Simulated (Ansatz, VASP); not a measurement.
## HfH: VASP beside Ansatz

```
CELL_PARAMETERS angstrom
2.90473 0.00000 0.00000
0.00000 2.90473 0.00000
0.00000 0.00000 2.90473
ATOMIC_POSITIONS crystal
Hf 0.00000 0.00000 0.00000
H 0.50000 0.50000 0.50000
```

Alike in both runs: functional PBE; k mesh 18 × 18 × 18; occupations gaussian, width 0.1 eV; no spin polarisation.

Ansatz relaxed the structure, and its values are those at the end. VASP's run is a single point on that final structure, the one shown.

|  | VASP | Ansatz |
| --- | --- | --- |
| version | VASP 6.6.1 | Ansatz 0.2.0 |
| potentials or method | VASP PAW PBE potentials, release 64 (Hf_pv, H), cutoff 520 eV | scalar-relativistic, plane waves, PAW |
| valence electrons in the cell | 11 | 27 |

Ansatz gave:

* gap on the k mesh at the Fermi level (eV): none
* pressure (GPa): 0.0

Task: Estimate VASP's values.

Result: gap on the k mesh at the Fermi level (eV): none; pressure (GPa): -0.5.

A gap of «none» marks a metal or a gap that the smearing closes. The functional is the same, so the differences come from potentials, cutoffs and numerics. VASP's potentials hold 11 valence electrons a cell and Ansatz's 27, so a difference there can come from the potentials and not from the codes.

Neither program's run includes spin-orbit coupling.
